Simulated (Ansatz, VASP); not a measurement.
# Pd: VASP beside Ansatz

INCAR

```
SYSTEM = Pd
PREC = Accurate ; ENCUT = 500
EDIFF = 1E-6 ; ISMEAR = -1
SIGMA = 0.08 ; LREAL = .False.
LASPH = .True. ; NELM = 120
ALGO = Normal ; ISIF = 2
LWAVE = .False. ; LCHARG = .False.
NBANDS = 11 ; GGA_COMPAT = .False.
```

The input KPOINTS:

```
regular mesh
0
Gamma
  19 19 19
  0 0 0
```

Contents of POSCAR:

```
Pd
1.0
    0.0000000000      1.6551180953      1.6551180953
    1.6551180953      0.0000000000      1.6551180953
    1.6551180953      1.6551180953      0.0000000000
Pd
1
Direct
    0.0000000000      0.0000000000      0.0000000000
```

Input for Ansatz:

```yaml
crystal:
  lattice:
    - [0.0, 1.6551180953, 1.6551180953]
    - [1.6551180953, 0.0, 1.6551180953]
    - [1.6551180953, 1.6551180953, 0.0]
  atoms:
    - { symbol: Pd, position: [0.0, 0.0, 0.0] }
kpoints:
  mp_grid: { grid: [19, 19, 19] }
scf:
  occupations: { method: fermi_dirac, width: 0.08 }
hamiltonian:
  xc: lda
  pseudopotentials: { kind: paw }
output:
  forces: true
  stress: true
  eigenvalues: true
  populations: true
```

Change from the starting cell: volume scaled by 0.64, PAW files.

Alike in both runs: task single point; functional LDA; k mesh 19 × 19 × 19; occupations fermi-dirac, width 0.08 eV; no spin polarisation.

|  | VASP | Ansatz |
| --- | --- | --- |
| version | VASP 6.6.1 | Ansatz 0.2.0 |
| potentials or method | VASP PAW LDA potentials, release 64 (Pd) | PAW with Ansatz's default frozen-core files, scalar-relativistic |
| plane-wave cutoff (eV) | 500 | 420 |
| valence electrons in the cell | 10 | 18 |

Ansatz gave:

```
pressure (GPa) : 320.2
```

**Question.** Which values does VASP return?

**Answer.** Pressure (GPa): 324.0.

LDA's correlation is that of Perdew and Zunger in VASP and of Perdew and Wang (1992) in Ansatz. Both programs put the cell under a high pressure, so it lies far from rest at this level. VASP's potentials hold 10 valence electrons a cell and Ansatz's 18, so a difference there can come from the potentials and not from the codes.

Noted on VASP's run: the cell as given lies far from equilibrium.
